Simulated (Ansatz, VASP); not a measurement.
# Mn in VASP and in Ansatz

```
CELL_PARAMETERS angstrom
-1.39327 1.39327 1.39327
1.39327 -1.39327 1.39327
1.39327 1.39327 -1.39327
ATOMIC_POSITIONS crystal
Mn 0.00000 0.00000 0.00000
```

Alike in both runs: task single point; functional PBE; k mesh 8 × 8 × 8; occupations gaussian, width 0.1 eV; collinear spin.

|  | VASP | Ansatz |
| --- | --- | --- |
| version | VASP 6.6.1 | Ansatz 0.2.0 |
| potentials or method | VASP PAW PBE potentials, release 64 (Mn_pv), cutoff 500 eV | scalar-relativistic, plane waves, PAW |
| valence electrons in the cell | 13 | 15 |

Ansatz gave:

* gap on the k mesh at the Fermi level (eV): none
* pressure (GPa): 1.0
* net moment per atom (μB): 0.69
* size of the moment on the site where the two differ most (μB): 0.69

Task: Estimate VASP's values.

Result: gap on the k mesh at the Fermi level (eV): none; pressure (GPa): 0.9; net moment per atom (μB): 0.70; size of the moment on the site where the two differ most (μB): 0.70.

Site moments also hang on the region over which each program counts them. A gap of «none» marks a metal or a gap that the smearing closes. VASP's potentials hold 13 valence electrons a cell and Ansatz's 15, so a difference there can come from the potentials and not from the codes.

The k mesh is coarse, so the values compare programs but aren't converged.
